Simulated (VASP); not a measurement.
Set up this calculation in VASP 6.6.1, as the native input.

| Property | Result |
| --- | --- |
| Task | single point |
| Functional | PBE |
| Potentials or basis | VASP PAW PBE potentials, release 64 (Ca_sv, Ge_d, N) |
| Cutoff | 520 eV |
| k mesh | 5 × 5 × 2 |
| Occupations | gaussian, width 0.2 eV |
| Spin | no spin polarisation |
| Dipole correction | no |
| Further INCAR settings | ALGO = Normal; EDIFF = 1e-06; NBANDS = 36 |

The structure of CaGe2N3 lies in POSCAR:

```
CaGe2N3
1.0
    3.4302384278      0.0000000000      0.0000000000
   -1.7151192139      2.9706736195      0.0000000000
    0.0000000000      0.0000000000      8.5274536501
Ca Ge N
1 2 3
Direct
    0.3333333333      0.6666666667      0.6634711028
    0.0000000000      0.0000000000      1.0117116678
    0.6666666667      0.3333333333      0.3326507824
    0.0000000000      0.0000000000      0.2442986188
    0.6666666667      0.3333333333      0.5392451211
    0.3333333333      0.6666666667      0.9586226970
```

One way to write it, as run:

INCAR

```
SYSTEM = CaGe2N3
  PREC = Accurate
  ENCUT = 520
  EDIFF = 1E-6
  ISMEAR = 0
  SIGMA = 0.2
  LREAL = .FALSE.
  LASPH = .TRUE.
  NELM = 100
  ALGO = Normal
  ISIF = 2
  LWAVE = .FALSE.
  LCHARG = .FALSE.
  GGA = PE
  NBANDS = 36
```

KPOINTS

```
Automatic mesh
0
G
  5 5 2
  0 0 0
```

Potentials or basis: VASP PAW PBE potentials, release 64 (Ca_sv, Ge_d, N).

The run is started by

```bash
$ cat potpaw_PBE.64/Ca_sv/POTCAR potpaw_PBE.64/Ge_d/POTCAR potpaw_PBE.64/N/POTCAR > POTCAR
$ mpirun -np 1 vasp_std > vasp.out
```

It gave:

```yaml
Pressure: -0.2 GPa
Largest_force: 0.113 eV/Å
```

Caveat: the k points lie up to 0.42 Å⁻¹ apart.

It took 26 s on 1 thread of Intel(R) Xeon(R) Platinum 8559C (Emerald Rapids) (shared host), peak memory 0.21 GiB.
